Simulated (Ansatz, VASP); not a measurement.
# One calculation of TiH5, two programs

```xyz
6
Lattice="0.0000 2.4286 2.4286 2.4286 0.0000 2.4286 2.4286 2.4286 0.0000" Properties=species:S:1:pos:R:3 pbc="T T T"
Ti    3.6429    3.6429    3.6429
H     1.8281    1.8281    0.6005
H     0.6005    1.8281    1.8281
H     0.6005    0.6005    0.6005
H     1.8281    0.6005    1.8281
H     2.4286    2.4286    2.4286
```

Change from the starting cell: species swapped into the Be5Fe type (F-43m, No. 216).

Alike in both runs: task relaxation of cell and atoms; functional PBE; k mesh 14 × 14 × 14; occupations gaussian, width 0.1 eV; no spin polarisation.

|  | VASP | Ansatz |
| --- | --- | --- |
| version | VASP 6.6.1 | Ansatz 0.2.0 |
| potentials or method | VASP PAW PBE potentials, release 64 (Ti_sv, H), cutoff 600 eV | scalar-relativistic, plane waves, PAW |
| valence electrons in the cell | 17 | 17 |

```csv
,VASP,Ansatz,Ansatz less VASP
"gap on the k mesh at the Fermi level, each at its own relaxed structure (eV)",none,none,-
relaxed volume (Å³/atom),4.77,4.77,0.000
relaxed length of the cell vector where the two differ most in proportion (Å),3.434,3.434,0.0000
```

A gap of «none» marks a metal or a gap that the smearing closes.
